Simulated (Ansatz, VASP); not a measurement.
MgO in VASP and in Ansatz

INCAR

```
SYSTEM = MgO
PREC = Accurate
ENCUT = 520
EDIFF = 1E-7
ISMEAR = 0
SIGMA = 0.05
LREAL = .False.
LASPH = .True.
NELM = 100
ALGO = Normal
ISIF = 2
LWAVE = .False.
LCHARG = .False.
LDIPOL = .True.
IDIPOL = 3
DIPOL = 0.5 0.5 0.500
GGA = PE
IBRION = 2
NSW = 80
EDIFFG = -0.02
```

KPOINTS

```
Automatic mesh
0
Gamma
  9 9 1
  0 0 0
```

The input POSCAR:

```
MgO
1.0
    3.0079232189      0.0000000000      0.0000000000
    0.0000000000      3.0079232189      0.0000000000
    0.0000000000      0.0000000000     25.6346145270
Mg O
6 6
Direct
    0.5000000000      0.5000000000      0.2925731531
    0.0000000000      0.0000000000      0.3755438918
    0.5000000000      0.5000000000      0.4585146306
    0.0000000000      0.0000000000      0.5414853694
    0.5000000000      0.5000000000      0.6244561082
    0.0000000000      0.0000000000      0.7074268469
    0.0000000000      0.0000000000      0.2925731531
    0.5000000000      0.5000000000      0.3755438918
    0.0000000000      0.0000000000      0.4585146306
    0.5000000000      0.5000000000      0.5414853694
    0.0000000000      0.0000000000      0.6244561082
    0.5000000000      0.5000000000      0.7074268469
```

Input for Ansatz:

```yaml
crystal:
  lattice:
    - [3.0079232189, 0.0, 0.0]
    - [0.0, 3.0079232189, 0.0]
    - [0.0, 0.0, 25.634614527]
  atoms:
    - { symbol: Mg, position: [0.5, 0.5, 0.2925731531] }
    - { symbol: O, position: [0.0, 0.0, 0.2925731531] }
    - { symbol: Mg, position: [0.0, 0.0, 0.3755438918] }
    - { symbol: O, position: [0.5, 0.5, 0.3755438918] }
    - { symbol: Mg, position: [0.5, 0.5, 0.4585146306] }
    - { symbol: O, position: [0.0, 0.0, 0.4585146306] }
    - { symbol: Mg, position: [0.0, 0.0, 0.5414853694] }
    - { symbol: O, position: [0.5, 0.5, 0.5414853694] }
    - { symbol: Mg, position: [0.5, 0.5, 0.6244561082] }
    - { symbol: O, position: [0.0, 0.0, 0.6244561082] }
    - { symbol: Mg, position: [0.0, 0.0, 0.7074268469] }
    - { symbol: O, position: [0.5, 0.5, 0.7074268469] }
basis:
  ecutwfc: 420
kpoints:
  mp_grid: { grid: [9, 9, 1] }
hamiltonian:
  xc: pbe
scf:
  occupations: { method: gaussian, width: 0.05 }
output:
  forces: true
  eigenvalues: true
  write_density: true
  write_potential: true
  elf: true
  volumetric_format: npy
relax:
  adjacent_minimum: "off"
  f_tol: 0.02
  max_steps: 60
efield:
  axis: 3
  dipole_correction: true
  ramp_width: 0.04
```

Alike in both runs: task relaxation of the atoms; functional PBE; k mesh 9 × 9 × 1; occupations gaussian, width 0.05 eV; no spin polarisation.

|  | VASP | Ansatz |
| --- | --- | --- |
| version | VASP 6.6.1 | Ansatz 0.2.0 |
| potentials or method | VASP PAW PBE potentials, release 64 (Mg, O), cutoff 520 eV | scalar-relativistic, plane waves, PAW |
| valence electrons in the cell | 48 | 96 |

|  | VASP | Ansatz | Ansatz less VASP |
| --- | --- | --- | --- |
| gap on the k mesh at the Fermi level, each at its own relaxed structure (eV) | 3.59 | 3.60 | +0.004 |

VASP's potentials hold 48 valence electrons a cell and Ansatz's 96, so a difference there can come from the potentials and not from the codes. Ansatz's warnings: xc potential rough in thin density.
